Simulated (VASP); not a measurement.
**Al5Co3Ru2: single point with PBE**

Crystal: Al5Co3Ru2.

```xyz
10
Lattice="2.9158 0.0000 0.0000 0.0000 2.9158 0.0000 0.0000 0.0000 14.6707" Properties=species:S:1:pos:R:3 pbc="T T T"
Al    0.0000    0.0000    8.7633
Al    0.0000    0.0000   11.8116
Al    0.0000    0.0000    0.0000
Al    0.0000    0.0000    2.8591
Al    0.0000    0.0000    5.9074
Co    1.4579    1.4579   13.2719
Co    1.4579    1.4579    1.3988
Co    1.4579    1.4579    7.3353
Ru    1.4579    1.4579   10.2921
Ru    1.4579    1.4579    4.3786
```

* Program: VASP 6.6.1
* Task: single point
* Functional: PBE
* Potentials or basis: VASP PAW PBE potentials, release 64 (Al, Co, Ru_pv)
* Cutoff: 600 eV
* k mesh: 6 × 6 × 1
* Occupations: gaussian, width 0.1 eV
* Spin: collinear spin, ferromagnetic start
* Starting moments: [0.0, 0.0, 0.0, 0.0, 0.0, 3.0, 3.0, 3.0, 0.0, 0.0] μB

```
Pressure                                              : 0.0 GPa
Largest force                                         : 0.026 eV/Å
Net moment                                            : 0.28 μB per cell
Site moments                                          : Al -0.00; Co +0.01, +0.07 (each value once); Ru +0.10 μB
Valence electrons inside the program's atomic spheres : Al 0.81; Co 8.36; Ru 12.86
```

Forces on the atoms (eV/Å):
```
Al   0.000  0.000 -0.015
Al   0.000  0.000  0.026
Al   0.000  0.000  0.000
Al   0.000  0.000 -0.026
Al   0.000  0.000  0.015
Co   0.000  0.000 -0.025
Co   0.000  0.000  0.025
Co   0.000  0.000  0.000
Ru   0.000  0.000 -0.006
Ru   0.000  0.000  0.006
```

Levels at points of the mesh, in eV from the Fermi level:
Spin up:
```
           k point  band 34  band 35  band 36  band 37  band 38  band 39
(0.00, 0.00, 0.00)    -0.26     0.45     0.46     0.88     1.15     2.53
(0.50, 0.00, 0.00)    -0.66    -0.25    -0.01     0.18     0.23     0.29
(0.50, 0.50, 0.00)     0.51     0.51     1.89     1.89     2.47     2.62
```
Spin down:
```csv
k point,band 30,band 31,band 32,band 33,band 34,band 35,band 36,band 37,band 38,band 39
"(0.00, 0.00, 0.00)",-0.59,-0.55,-0.50,-0.21,-0.21,0.61,0.62,0.90,1.21,2.54
"(0.50, 0.00, 0.00)",-1.19,-1.14,-1.10,-0.97,-0.64,-0.20,0.04,0.19,0.27,0.35
"(0.50, 0.50, 0.00)",0.07,0.11,0.23,0.23,0.53,0.53,1.93,1.93,2.47,2.63
```

It took 7 min on 1 thread of Oxide Virtual Turin-like Processor, on a shared host, peak memory 0.33 GiB.

Caveat: the k points lie up to 0.43 Å⁻¹ apart.
